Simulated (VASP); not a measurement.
A run of VASP 6.6.1:

File INCAR:

```
SYSTEM = ZrC
PREC = Accurate
ENCUT = 600
EDIFF = 1E-7
ISMEAR = -1
SIGMA = 0.1
LREAL = .False.
LASPH = .True.
NELM = 60
ALGO = Normal
ISIF = 3
LWAVE = .False.
LCHARG = .False.
GGA = PS
IBRION = 2
NSW = 100
EDIFFG = -0.002
PSTRESS = 70.0
```

File KPOINTS:

```
regular mesh
0
Gamma
  18 18 18
  0 0 0
```

POSCAR

```
ZrC
1.0
    0.0000000000      2.3346624498      2.3346624498
    2.3346624498      0.0000000000      2.3346624498
    2.3346624498      2.3346624498      0.0000000000
Zr C
1 1
Direct
    0.5000000000      0.5000000000      0.5000000000
    0.0000000000      0.0000000000      0.0000000000
```

Potentials or basis: VASP PAW PBE potentials, release 64 (Zr_sv, C).

Command:

```console
$ cat potpaw_PBE.64/Zr_sv/POTCAR potpaw_PBE.64/C/POTCAR > POTCAR
$ mpirun -np 1 vasp_std > vasp.out
```

Hardware: 1 thread of Intel(R) Xeon(R) Platinum 8488C (Sapphire Rapids) (shared host).

Question: How long does it take, and how much memory?

Answer: Wall time 2.4 min on 1 thread of Intel(R) Xeon(R) Platinum 8488C (Sapphire Rapids) (shared host), peak memory 0.23 GiB. Counts: scf iterations 46, k points 195, ion steps 5.
